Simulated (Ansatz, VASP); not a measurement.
# Ga in VASP and in Ansatz

File INCAR:

```
AGGAC = 1.0
AGGAX = 1.0
ALDAC = 0.0
ALDAX = 1.0
ALGO = Normal
EDIFF = 1E-7
ENCUT = 520
GGA = B5
ISIF = 2
ISMEAR = -1
LASPH = True
LCHARG = False
LREAL = False
LWAVE = False
NBANDS = 20
NELM = 80
PREC = Accurate
SIGMA = 0.1
```

File KPOINTS:

```
k-points
0
Gamma
  15 15 9
```

POSCAR

```
Ga
1.0
   -2.5707855731      2.3676371985      1.3947320522
    2.3676371985     -2.5707855731      1.3947320522
    2.9563251029      2.9563251029     -1.7667986724
Ga
2
Direct
    0.9901287980      0.0098712020      0.0000000000
    0.7598712020      0.2401287980      0.5000000000
```

Input for Ansatz:

```yaml
crystal:
  lattice:
    - [-2.5707855731, 2.3676371985, 1.3947320522]
    - [2.3676371985, -2.5707855731, 1.3947320522]
    - [2.9563251029, 2.9563251029, -1.7667986724]
  atoms:
    - { symbol: Ga, position: [0.990128798, 0.009871202, 0.0] }
    - { symbol: Ga, position: [0.759871202, 0.240128798, 0.5] }
hamiltonian:
  xc: blyp
  pseudopotentials:
    kind: paw
    azcp:
      Ga: "pseudopotentials/Ga.paw.azcp"
basis:
  ecutwfc: 420
  fft_grid_basis: typed
kpoints:
  mp_grid: { grid: [15, 15, 9], shift: [0, 0, 0] }
magnetization:
  spin_polarized: false
scf:
  occupations: { method: fermi_dirac, width: 0.1 }
  lower_state_search: "off"
output:
  stress: true
```

Alike in both runs: task single point; functional BLYP; k mesh 15 × 15 × 9; occupations fermi-dirac, width 0.1 eV; no spin polarisation.

|  | VASP | Ansatz |
| --- | --- | --- |
| version | VASP 6.6.1 | Ansatz 0.2.0 |
| potentials or method | VASP PAW PBE potentials, release 64 (Ga_d), cutoff 520 eV | plane waves (420 eV) with PAW, scalar-relativistic |
| valence electrons in the cell | 26 | 26 |

```tsv
	VASP	Ansatz	Ansatz less VASP
pressure (GPa)	5.3	5.2	-0.05
traceless stress, the component that is largest in VASP (GPa)	-0.43	-0.42	+0.012
```

VASP's potentials were made for PBE, not for BLYP. With one functional, cell and mesh, what is left measures potentials, basis and numerics.
